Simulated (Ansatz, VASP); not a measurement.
One calculation of AgB2, two programs

```
Ag B
1.0
     3.00000    0.01500    0.01500
    -1.48701    2.59058    0.00549
     0.01620    0.01620    3.24000
Ag B
1 2
Direct
  0.00000 0.00000 0.00000
  0.33333 0.66667 0.50000
  0.66667 0.33333 0.50000
```

Change from the starting cell: equal xy, yz and zx shear strains of +1 %.

Alike in both runs: task single point; functional PBEsol; k mesh 16 × 16 × 13; occupations fermi-dirac, width 0.05 eV; no spin polarisation.

```csv
,VASP,Ansatz
version,VASP 6.6.1,Ansatz 0.2.0
potentials or method,"VASP PAW PBE potentials, release 64 (Ag, B), cutoff 520 eV","all-electron LAPW, scalar-relativistic"
```

```tsv
	VASP	Ansatz	Ansatz less VASP
pressure (GPa)	46.9	46.8	-0.07
traceless stress, the component that is largest in VASP (GPa)	20.77	20.93	+0.158
rms of the force components (eV/Å)	0.040	0.039	-0.0011
```

VASP's potentials were made for PBE, not for PBEsol. Atom by atom the forces differ by 0.001 eV/Å (rms over components). Both programs put the cell under a high pressure, so it lies far from rest at this level. Ansatz ran all-electron here, and VASP with PAW potentials.
